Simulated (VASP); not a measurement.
Set up this calculation in VASP 6.6.1, as the native input.

- Task: single point
- Functional: LDA
- Potentials or basis: VASP PAW LDA potentials, release 64 (Ta_pv)
- Cutoff: 520 eV
- k mesh: 14 × 14 × 7
- Occupations: fermi-dirac, width 0.1 eV
- Spin: no spin polarisation
- Dipole correction: no
- Further INCAR settings: ALGO = Normal; EDIFF = 1e-07; NBANDS = 18

The structure of Ta lies in POSCAR:

```
Ta
1.0
    2.8728682237      0.0000000000      0.0000000000
   -1.4364341119      2.4879768634      0.0000000000
    0.0000000000      0.0000000000      5.1425740021
Ta
2
Direct
    0.3333333333      0.6666666667      0.2500000000
    0.6666666667      0.3333333333      0.7500000000
```

This cell differs from its parent crystal: volume scaled by 1.04.

The input as run:

INCAR

```
  PREC = Accurate
  ENCUT = 520
  EDIFF = 1E-7
  ISMEAR = -1
  SIGMA = 0.1
  LREAL = False
  LASPH = True
  NELM = 100
  ALGO = Normal
  ISIF = 2
  LWAVE = False
  LCHARG = False
  GGA = CA
  NBANDS = 18
```

KPOINTS

```
regular mesh
0
Gamma
  14 14 7
```

Potentials or basis: VASP PAW LDA potentials, release 64 (Ta_pv).

Run with:

```bash
$ cat potpaw_LDA.64/Ta_pv/POTCAR > POTCAR
$ mpirun -np 1 vasp_std > vasp.out
```

Results of the run:

```
Pressure               : -6.7 GPa
Band gap on the k mesh : zero (band 11 reaches 6.92 eV, above the bottom of band 12 at 5.02 eV)
```

Caveat: spin-orbit coupling is left out, which moves the levels of the heavy elements.

Run time: 29 s on 1 thread of AMD EPYC 9R45 (Zen 5), on a shared host, peak memory 0.14 GiB.
